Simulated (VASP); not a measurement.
Ga, 2 atoms in the cell. The structure is cubic, space group Fd-3m (No. 227). Conventional cell: a = 5.997 Å, b = 5.997 Å, c = 5.997 Å, α = 90.00°, β = 90.00°, γ = 90.00°. Ga (site symmetry -43m) has 4 Ga at 2.60 Å within 3.4 Å. 

```yaml
Program: VASP 6.6.1
Task: single point
Functional: PBE
Potentials_or_basis: VASP PAW PBE potentials, release 64 (Ga_d)
Cutoff: 520 eV
k_mesh: 32 × 32 × 32
Occupations: fermi-dirac, width 0.0612256 eV
Spin: no spin polarisation
Dipole_correction: no
Further_INCAR_settings: ALGO = Normal; EDIFF = 1e-06; NBANDS = 20
```

Potentials or basis: VASP PAW PBE potentials, release 64 (Ga_d).

Command:

```bash
$ cat potpaw_PBE.64/Ga_d/POTCAR > POTCAR
$ mpirun -np 1 vasp_std > vasp.out
```

Hardware: 1 thread of Intel(R) Xeon(R) Platinum 8488C (Sapphire Rapids) (shared host).

Task: Estimate the wall time of this run.

Result: Wall time 5.2 min on 1 thread of Intel(R) Xeon(R) Platinum 8488C (Sapphire Rapids), on a shared host, peak memory 0.78 GiB. Counts: scf iterations 11, k points 897.
